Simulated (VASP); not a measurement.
# Hg (P6_3/mmc) in VASP: single point with PBE+D3(BJ)

Aim: the single point of Hg with PBE+D3(BJ).

Program: VASP 6.6.1. These are calculated values, not measurements. Logs are shortened: lines on timing, memory, paths and dates and some standing lists are left out, and cuts for length are marked.

### Step 1. The cell of the first run

It takes space group P6_3/mmc (No. 194, hexagonal). The conventional cell has a = 2.731 Å, b = 2.731 Å, c = 9.135 Å, α = 90.00°, β = 90.00°, γ = 120.00°. Within 3.6 Å of Hg (site symmetry -3m) lie 12 Hg at 2.73 to 2.78 Å. Hg (site symmetry -6m2) has 12 Hg at 2.73 to 2.78 Å within 3.6 Å.

### Step 2. Single point, PBE+D3(BJ)

The input, INCAR:

```
SYSTEM = Hg
  PREC = Accurate
  ENCUT = 550
  EDIFF = 1E-6
  ISMEAR = 0
  SIGMA = 0.1
  LREAL = .False.
  LASPH = .True.
  NELM = 120
  ALGO = Normal
  ISIF = 2
  LWAVE = .False.
  LCHARG = .False.
  GGA = PE
  IVDW = 12
  NBANDS = 48
  GGA_COMPAT = .False.
```

The input, KPOINTS:

```
Automatic mesh
0
Gamma
  18 18 6
  0 0 0
```

The input, POSCAR:

```
Hg
1.0
    2.7310363176      0.0000000000      0.0000000000
   -1.3655181588      2.3651468297      0.0000000000
    0.0000000000      0.0000000000      9.1350391854
Hg
4
Direct
    0.0000000000      0.0000000000      0.0000000000
    0.3333333333      0.6666666667      0.2500000000
    0.0000000000      0.0000000000      0.5000000000
    0.6666666667      0.3333333333      0.7500000000
```

Potentials or basis: VASP PAW PBE potentials, release 64 (Hg_sv_GW).

On the command line:

```sh
> cat potpaw_PBE.64/Hg_sv_GW/POTCAR > POTCAR
> mpirun -np 1 vasp_std > vasp.out
```

OUTCAR:

```text
SYSTEM = Hg
   PREC = Accurate
   ENCUT = 550
   EDIFF = 1E-6
   ISMEAR = 0
   LREAL = .False.
   LASPH = .True.
   NELM = 120
   ISIF = 2
   GGA = PE
   IVDW = 12
 IVDW          = 12

 ion  position               nearest neighbor table
   1  0.000  0.000  0.000-   2 2.78   4 2.78   4 2.78   2 2.78   4 2.78   2 2.78
   2  0.333  0.667  0.250-   1 2.78   3 2.78   1 2.78   3 2.78   1 2.78   3 2.78
   3  0.000  0.000  0.500-   2 2.78   4 2.78   4 2.78   2 2.78   4 2.78   2 2.78
   4  0.667  0.333  0.750-   1 2.78   3 2.78   1 2.78   3 2.78   1 2.78   3 2.78

  LATTYP: Found a hexagonal cell.
 ALAT       =     2.7310363176
 C/A-ratio  =     3.3448984646

  Lattice vectors:

 A1 = (   2.7310363176,   0.0000000000,   0.0000000000)
 A2 = (  -1.3655181588,   2.3651468297,   0.0000000000)
 A3 = (   0.0000000000,   0.0000000000,   9.1350391854)

Analysis of symmetry for initial positions (statically):
=====================================================================
 Subroutine PRICEL returns:
 Original cell was already a primitive cell.

 Routine SETGRP: Setting up the symmetry group for a
 hexagonal supercell.

 Subroutine GETGRP returns: Found 24 space group operations
 (whereof 12 operations were pure point group operations)
 out of a pool of 24 trial point group operations.

The static configuration has the point symmetry D_3d.
 The point group associated with its full space group is D_6h.

Analysis of symmetry for dynamics (positions and initial velocities):
=====================================================================
 Subroutine PRICEL returns:
 Original cell was already a primitive cell.

 Routine SETGRP: Setting up the symmetry group for a
 hexagonal supercell.

 Subroutine GETGRP returns: Found 24 space group operations
 (whereof 12 operations were pure point group operations)
 out of a pool of 24 trial point group operations.

The dynamic configuration has the point symmetry D_3d.
 The point group associated with its full space group is D_6h.

 Subroutine INISYM returns: Found 24 space group operations
 (whereof 12 operations are pure point group operations),
 and found     1 'primitive' translations

----------------------------------------------------------------------------------------

                                     Primitive cell

  volume of cell :      59.0060

  direct lattice vectors                    reciprocal lattice vectors
     2.731036318  0.000000000  0.000000000     0.366161370  0.211403366  0.000000000
    -1.365518159  2.365146830  0.000000000     0.000000000  0.422806731  0.000000000
     0.000000000  0.000000000  9.135039185     0.000000000  0.000000000  0.109468605

  length of vectors
     2.731036318  2.731036318  9.135039185     0.422806731  0.422806731  0.109468605

  position of ions in fractional coordinates (direct lattice)
     0.000000000  0.000000000  0.000000000
     0.333333333  0.666666667  0.250000000
     0.000000000  0.000000000  0.500000000
     0.666666667  0.333333333  0.750000000

  ion indices of the primitive-cell ions
   primitive index   ion index
                 1           1
                 2           2
                 3           3
                 4           4

----------------------------------------------------------------------------------------

 KPOINTS: Automatic mesh

Automatic generation of k-mesh.
 Grid dimensions read from file:
 generate k-points for:   18   18    6

 Generating k-lattice:

  Cartesian coordinates                     Fractional coordinates (reciprocal lattice)
     0.020342298  0.011744631  0.000000000     0.055555556 -0.000000000  0.000000000
     0.000000000  0.023489263  0.000000000     0.000000000  0.055555556  0.000000000
     0.000000000  0.000000000  0.018244768     0.000000000  0.000000000  0.166666667

  Length of vectors
     0.023489263  0.023489263  0.018244768

  Shift w.r.t. Gamma in fractional coordinates (k-lattice)
     0.000000000  0.000000000  0.000000000

 Subroutine IBZKPT returns following result:
 ===========================================

 Found    148 irreducible k-points:

 Following reciprocal coordinates:
            Coordinates               Weight
  0.000000  0.000000  0.000000      1.000000
  0.055556 -0.000000  0.000000      6.000000
  0.111111 -0.000000  0.000000      6.000000
  0.166667  0.000000  0.000000      6.000000
  0.222222 -0.000000  0.000000      6.000000
  0.277778  0.000000  0.000000      6.000000
[... 16 lines left out ...]
  0.333333  0.111111  0.000000     12.000000
  0.388889  0.111111  0.000000     12.000000
 [... further k-points ...]
   k-points           NKPTS =    148   k-points in BZ     NKDIM =    148   number of bands    NBANDS=     48
   number of dos      NEDOS =    301   number of ions     NIONS =      4
   total plane-waves  NPLWV =  40320
   dimension x,y,z NGX =    24 NGY =   24 NGZ =   70
   dimension x,y,z NGXF=    48 NGYF=   48 NGZF=  140
   ions per type =               4
   NGX,Y,Z   is equivalent  to a cutoff of  14.61, 14.61, 12.74 a.u.
   NGXF,Y,Z  is equivalent  to a cutoff of  29.22, 29.22, 25.48 a.u.
 SYSTEM =  Hg
   PREC   = accura    normal or accurate (medium, high low for compatibility)
   ISTART =      0    job   : 0-new  1-cont  2-samecut
   ICHARG =      2    charge: 1-file 2-atom 10-const
   ISPIN  =      1    spin polarized calculation?
   LNONCOLLINEAR =      F non collinear calculations
   LSORBIT =      F    spin-orbit coupling
   LASPH  =      T    aspherical Exc in radial PAW
   ENCUT  =  550.0 eV  40.42 Ry    6.36 a.u.   5.22  5.22 17.47*2*pi/ulx,y,z
   NELM   =    120;   NELMIN=  2; NELMDL= -5     # of ELM steps
   EDIFF  = 0.1E-05   stopping-criterion for ELM
   LREAL  =      F    real-space projection
   EDIFFG = 0.1E-04   stopping-criterion for IOM
   NSW    =      0    number of steps for IOM
   IBRION =     -1    ionic relax: 0-MD 1-quasi-New 2-CG
   NFREE  =      0    steps in history (QN), initial steepest desc. (CG)
   ISIF   =      2    stress and relaxation
   ISYM   =      2    0-nonsym 1-usesym 2-fastsym
   POTIM  = 0.5000    time-step for ionic-motion
   TEBEG  =    0.0;   TEEND  =   0.0 temperature during run
   PSTRESS=    0.0 pullay stress
   NELECT =      80.0000    total number of electrons
   NUPDOWN=      -1.0000    fix difference up-down
   EMIN   =  10.00;   EMAX   =-10.00  energy-range for DOS
   EFERMI =   0.00;   METHOD = LEGACY
   ISMEAR =     0;   SIGMA  =   0.10  broadening in eV -4-tet -1-fermi 0-gaus
   EFERMI_NEDOS =   21; number of points for ismear=-14 and -15
   IALGO  =     38    algorithm
   IMIX   =      4    mixing-type and parameters
     AMIX     =   0.40;   BMIX     =  1.00
     AMIX_MAG =   1.60;   BMIX_MAG =  1.00
  volume/ion in A,a.u.               =      14.75        99.55
  Fermi-wavevector in a.u.,A,eV,Ry     =   1.811922  3.424036 44.668760  3.283061
  Thomas-Fermi vector in A             =   2.870276
   LORBIT       =      0    0 simple, 1 ext, 2 COOP (PROOUT), +10 PAW based schemes
   GGA     = PE    functional components
   LHFCALC =     F    Hartree Fock is set to
   AEXX    =    0.0000 exact exchange contribution
   IVDW    =    12    specifies the selected vdW correction
   LEPSILON=     F    determine dielectric tensor
   LRPA    =     F    only Hartree local field effects (RPA)
 non-spin polarized calculation
 Gauss-broadening in eV      SIGMA  =   0.10
  energy-cutoff  :      550.00
  volume of cell :       59.01
 maximum number of plane-waves:      1752
 NGX is ok and might be reduce to    24
   NGX = 11   NGY = 11   NGZ = 35

 number of electron      80.0000020 magnetization

 Free energy of the ion-electron system (eV)
  ---------------------------------------------------
  ext. energy  EPLUGINS =         0.00000000
  ---------------------------------------------------
  free energy    TOTEN  =         6.58151695 eV

  energy without entropy =        6.58872874  energy(sigma->0) =        6.58512284

 E-fermi :  13.9045     XC(G=0): -14.3572

 val. band max:       13.8910518721   @ k =   0.3333   0.0556   0.0000
 cond. band min:      13.9119924480   @ k =   0.2778   0.1667   0.1667
 fundamental gap:      0.0209405759
 Fermi energy:        13.9045144006

 k-point     1 :       0.0000    0.0000    0.0000
  band No.  band energies     occupation
      1    -103.4973      2.00000
      2    -103.4949      2.00000
      3    -103.4756      2.00000
      4    -103.4732      2.00000
      5     -52.0024      2.00000
      6     -51.8854      2.00000
[... 40 lines left out ...]
     47      27.1500      0.00000
     48      27.6630      0.00000

 k-point     2 :       0.0556   -0.0000    0.0000
  band No.  band energies     occupation
      1    -103.4969      2.00000
      2    -103.4946      2.00000
      3    -103.4752      2.00000
      4    -103.4729      2.00000
      5     -51.9998      2.00000
      6     -51.8856      2.00000
[... 40 lines left out ...]
     47      27.2021      0.00000
     48      27.7444      0.00000

 k-point     3 :       0.1111   -0.0000    0.0000
  band No.  band energies     occupation
      1    -103.4957      2.00000
      2    -103.4935      2.00000
      3    -103.4741      2.00000
      4    -103.4720      2.00000
      5     -51.9923      2.00000
      6     -51.8873      2.00000
[... 40 lines left out ...]
     47      27.2103      0.00000
     48      27.6222      0.00000

 k-point     4 :       0.1667    0.0000    0.0000
  band No.  band energies     occupation
      1    -103.4937      2.00000
      2    -103.4919      2.00000
      3    -103.4725      2.00000
      4    -103.4706      2.00000
      5     -51.9806      2.00000
      6     -51.8934      2.00000
[... 958 lines left out ...]
     47      23.4515      0.00000
     48      23.7314      0.00000

 k-point    23 :       0.3333    0.1111    0.0000
  band No.  band energies     occupation
      1    -103.4841      2.00000
      2    -103.4836      2.00000
      3    -103.4642      2.00000
      4    -103.4638      2.00000
      5     -51.9988      2.00000
      6     -51.9955      2.00000
[... 40 lines left out ...]
     47      22.7640      0.00000
     48      23.1106      0.00000

 k-point    24 :       0.3889    0.1111    0.0000
  band No.  band energies     occupation
      1    -103.4829      2.00000
      2    -103.4826      2.00000
      3    -103.4632      2.00000
      4    -103.4629      2.00000
      5     -52.0149      2.00000
      6     -52.0128      2.00000
[... 40 lines left out ...]
     47      21.8692      0.00000
     48      22.8340      0.00000

 [... further k-points ...]

------------------------ aborting loop because EDIFF is reached ----------------------------------------

 Edisp (eV)   -2.87791

 E8    (eV) :    -1.3069

  FORCE on cell =-STRESS in cart. coord.  units (eV):
  Direction    XX          YY          ZZ          XY          YZ          ZX
  --------------------------------------------------------------------------------------
  -------------------------------------------------------------------------------------
  Total      33.06594    33.06594    33.02856     0.00000     0.00000     0.00000
  in kB     897.83269   897.83269   896.81791     0.00000     0.00000     0.00000
  external pressure =      897.49 kB  Pullay stress =        0.00 kB

 VOLUME and BASIS-vectors are now :
 -----------------------------------------------------------------------------
  energy-cutoff  :      550.00
  volume of cell :       59.01
      direct lattice vectors                 reciprocal lattice vectors
     2.731036318  0.000000000  0.000000000     0.366161370  0.211403366  0.000000000
    -1.365518159  2.365146830  0.000000000     0.000000000  0.422806731  0.000000000
     0.000000000  0.000000000  9.135039185     0.000000000  0.000000000  0.109468605

 POSITION                                       TOTAL-FORCE (eV/Angst)
 -----------------------------------------------------------------------------------
      0.00000      0.00000      0.00000         0.000000     -0.000000      0.000000
     -0.00000      1.57676      2.28376         0.000000      0.000000      0.000000
      0.00000      0.00000      4.56752         0.000000     -0.000000      0.000000
      1.36552      0.78838      6.85128        -0.000000      0.000000     -0.000000
 -----------------------------------------------------------------------------------
    total drift:                               -0.000000      0.000000      0.000000

  FREE ENERGIE OF THE ION-ELECTRON SYSTEM (eV)
  ---------------------------------------------------
  free  energy   TOTEN  =         3.7036059006 eV

  energy  without entropy=        3.7108176898  energy(sigma->0) =        3.70721180
```

Wall time 3.1 min (1 thread of Intel Xeon 6975P-C (Granite Rapids), shared host); peak memory 0.47 GiB.

What came out:

* Free energy: 3.7036 eV
* Pressure: 89.7 GPa
* Band gap on the k mesh: zero (bands 40 and 41 overlap by 2.03 eV)
* Dispersion energy per atom: -0.719 eV

Stress tensor (GPa, compression positive):
```
89.78  0.00  0.00
 0.00 89.78  0.00
 0.00  0.00 89.68
```

Caveat: the cell stands under pressure; spin-orbit coupling is left out, which moves the levels of the heavy elements.

The gap in the log of VASP goes by the Fermi energy; the results here count the filled bands.